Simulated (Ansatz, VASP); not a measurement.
**HfB2: VASP beside Ansatz**

```
Hf B
1.0
     3.11893    0.00000    0.00000
    -1.55946    2.70107    0.00000
     0.00000    0.00000    3.45664
Hf B
1 2
Direct
  0.00000 0.00000 0.00000
  0.33333 0.66667 0.50000
  0.66667 0.33333 0.50000
```

Change from the starting cell: volume scaled by 0.98.

Alike in both runs: task single point; functional PBE; k mesh 13 × 13 × 11; occupations fermi-dirac, width 0.05 eV; no spin polarisation.

|  | VASP | Ansatz |
| --- | --- | --- |
| version | VASP 6.6.1 | Ansatz 0.2.0 |
| potentials or method | VASP PAW PBE potentials, release 64 (Hf_pv, B), cutoff 520 eV | all-electron LAPW, scalar-relativistic |

VASP gave:

| Quantity | Value |
| --- | --- |
| pressure (GPa) | 6.4 |
| traceless stress, the component that is largest in VASP (GPa) | -0.19 |

Question: Which values does Ansatz return?

Answer: Pressure (GPa): 6.8; traceless stress, the component that is largest in VASP (GPa): -0.37.

Ansatz ran all-electron here, and VASP with PAW potentials.

Spin-orbit coupling is off throughout.
